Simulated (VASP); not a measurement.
Runs of VASP 6.6.1 on Sn. The structure is that of space group I4/mmm (No. 139), or close to it. The cells are those of the table. 

```tsv
task	spin	cell	gap on the mesh (eV)	pressure (GPa)
electric field gradients	off	a = 3.348 Å, angles 104.5, 104.5, 119.9°, 1 atom	none	-0.5
electric field gradients	off	a = 3.316 Å, angles 104.5, 104.5, 119.9°, 1 atom	none	0.9
single point	off	a = 3.282 Å, angles 104.5, 104.5, 119.9°, 1 atom	none	(a)
single point	off	a = 3.348 Å, angles 104.5, 104.5, 119.9°, 1 atom	none	-0.5
single point	non-collinear, zero start, SOC	a = 3.316 Å, angles 104.5, 104.5, 119.9°, 1 atom	-	1.0
```

Alike in all rows: level PBE; potentials or basis VASP PAW PBE potentials, release 64 (Sn_d); k mesh 16 × 16 × 16; cutoff (eV) 520; smearing fermi-dirac 0.05 eV.

**Question.** Fill in the values left out.

**Answer.** (a) 2.6.

Caveats: spin-orbit coupling is left out, which moves the levels of the heavy elements (some runs).

A k mesh can miss the band edges, and rows without SOC leave out spin-orbit coupling on Sn.

A gap of «none» marks levels without a gap at the run's occupations.
